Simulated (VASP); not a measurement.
A run of VASP 6.6.1 is set up as follows.

INCAR

```
PREC = Accurate
ENCUT = 500
EDIFF = 1E-6
ISMEAR = 0
SIGMA = 0.1
LREAL = False
LASPH = True
NELM = 120
ALGO = Normal
ISIF = 2
LWAVE = False
LCHARG = False
GGA = PE
IVDW = 12
NBANDS = 16
GGA_COMPAT = False
```

Contents of KPOINTS:

```
Automatic mesh
0
Gamma
  6 6 6
```

File POSCAR:

```
TiB2
1.0
    3.0259273100      0.0000000000      0.0000000000
   -1.5129636500      2.6205298900      0.0000000000
    0.0000000000      0.0000000000      3.2287676300
Ti B
1 2
Direct
    0.0000000000      0.0000000000      0.0000000000
    0.3333333400      0.6666666900      0.5000000000
    0.6666666900      0.3333333400      0.5000000000
```

Potentials or basis: VASP PAW PBE potentials, release 64 (Ti_sv, B).

The run is started by

```console
$ cat potpaw_PBE.64/Ti_sv/POTCAR potpaw_PBE.64/B/POTCAR > POTCAR
$ mpirun -np 1 vasp_std > vasp.out
```

(1) Predict the band gap on the k mesh.

(2) Predict the dispersion energy per atom.

Answers

(1) zero (band 9 reaches 10.21 eV, above the bottom of band 10 at 9.81 eV).

(2) -0.420 eV.

Caveat: the k points lie up to 0.40 Å⁻¹ apart.
